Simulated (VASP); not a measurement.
The system is MoS2.

```
CELL_PARAMETERS angstrom
1.58150 0.91308 6.12333
-1.58150 0.91308 6.12333
0.00000 -1.82616 6.12333
ATOMIC_POSITIONS crystal
Mo 0.00000 0.00000 0.00000
S 0.74840 0.74840 0.74840
S 0.58490 0.58490 0.58490
```

- Program: VASP 6.6.1
- Task: relaxation of cell and atoms
- Functional: PBE
- Dispersion: D3(BJ)
- Potentials or basis: VASP PAW PBE potentials, release 64 (Mo_sv, S)
- Cutoff: 600 eV
- k mesh: 6 × 6 × 6
- Occupations: gaussian, width 0.1 eV
- Spin: no spin polarisation

At the start: pressure 5.1 GPa; volume 17.68 Å³/atom.

Q: Where does the relaxation end?

A: Over 11 steps the energy falls by 27.2 meV/atom and the volume is 17.25 Å³/atom (-2.4 %); space group R3m (No. 160, to 0.05 Å).

The path:
| step | energy change (eV) | largest force (eV/Å) | pressure (GPa) | volume (Å³) |
| --- | --- | --- | --- | --- |
| 1 | 0.0000 | 1.2835 | 5.12 | 53.05 |
| 2 | 0.1417 | 1.5601 | -11.49 | 57.49 |
| 3 | -0.0599 | 0.1387 | -1.69 | 54.55 |
| 4 | -0.0600 | 0.1804 | -1.45 | 54.49 |
| 5 | -0.0689 | 0.0987 | -0.19 | 53.60 |
| 6 | -0.0689 | 0.0945 | -0.11 | 53.55 |
| 7 | -0.0708 | 0.0961 | -0.06 | 53.36 |
| 8 | -0.0758 | 0.1036 | 0.10 | 52.80 |
| 9 | -0.0810 | 0.1196 | 0.60 | 51.68 |
| 10 | -0.0808 | 0.1212 | -0.96 | 51.86 |
| 11 | -0.0817 | 0.0090 | -0.12 | 51.76 |

Final structure:
```cif
data_structure
_symmetry_space_group_name_H-M 'P 1'
_symmetry_Int_Tables_number 1
_cell_length_a 6.2817
_cell_length_b 6.2817
_cell_length_c 6.2817
_cell_angle_alpha 29.070
_cell_angle_beta 29.070
_cell_angle_gamma 29.070
_cell_volume 51.76
loop_
_atom_site_label
_atom_site_type_symbol
_atom_site_fract_x
_atom_site_fract_y
_atom_site_fract_z
_atom_site_occupancy
Mo1 Mo 0.00001 0.00001 0.00001 1
S1 S 0.75331 0.75331 0.75331 1
S2 S 0.57998 0.57998 0.57998 1
```

Caveat: the relaxation stopped at a loose force limit of 0.05 eV/Å, so its end isn't a converged minimum.
